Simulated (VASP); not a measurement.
Crystal: Hg.

```
Hg
1.0
    -3.02433    3.02433    1.62331
     3.02433   -3.02433    1.62331
     3.02433    3.02433   -1.62331
Hg
2
Direct
  0.00000 0.00000 0.00000
  0.75000 0.25000 0.50000
```

```yaml
Program: VASP 6.6.1
Task: relaxation of cell and atoms
Functional: PBEsol
Potentials_or_basis: VASP PAW PBE potentials, release 64 (Hg)
Cutoff: 610 eV
k_mesh: 13 × 13 × 13
Occupations: methfessel-paxton, width 0.05 eV
Spin: no spin polarisation
```

At the start: pressure -3.4 GPa; volume 29.70 Å³/atom.

Question: How do energy, volume and symmetry change on relaxing?

Answer: Over 18 steps the energy falls by 64.0 meV/atom and the volume is 25.07 Å³/atom (-15.6 %); space group I4_1/amd (No. 141, to 0.1 Å) before and after.

Step by step:
```csv
step,energy change (eV),largest force (eV/Å),pressure (GPa),volume (Å³)
1,0.0000,0.0000,-3.37,59.39
2,-0.0952,0.0000,-2.20,54.19
3,-0.1240,0.0000,-0.26,50.79
4,-0.1244,0.0000,0.06,50.36
5,-0.1243,0.0000,-0.08,50.53
6,-0.1251,0.0000,-0.09,50.50
7,-0.1274,0.0000,-0.17,50.40
8,-0.1221,0.0000,0.18,50.15
9,-0.1281,0.0000,-0.17,50.34
10,-0.1281,0.0000,-0.15,50.33
11,-0.1281,0.0000,0.20,49.93
12,-0.1282,0.0000,-0.02,50.16
13,-0.1282,0.0000,0.00,50.15
14,-0.1282,0.0000,-0.01,50.15
15,-0.1282,0.0000,0.04,50.14
16,-0.1282,0.0000,-0.01,50.14
17,-0.1280,0.0000,0.00,50.14
18,-0.1280,0.0000,0.00,50.14
```

Final structure:
```cif
data_structure
_symmetry_space_group_name_H-M 'P 1'
_symmetry_Int_Tables_number 1
_cell_length_a 4.3570
_cell_length_b 4.3570
_cell_length_c 4.3570
_cell_angle_alpha 96.785
_cell_angle_beta 96.785
_cell_angle_gamma 139.792
_cell_volume 50.14
loop_
_atom_site_label
_atom_site_type_symbol
_atom_site_fract_x
_atom_site_fract_y
_atom_site_fract_z
_atom_site_occupancy
Hg1 Hg 0.00000 0.00000 0.00000 1
Hg2 Hg 0.75000 0.25000 0.50000 1
```

Caveat: the volume moved by over 15 % at a fixed basis, so the end points are rough; the PAW data sets were made with another functional, which shifts forces and pressure a little.
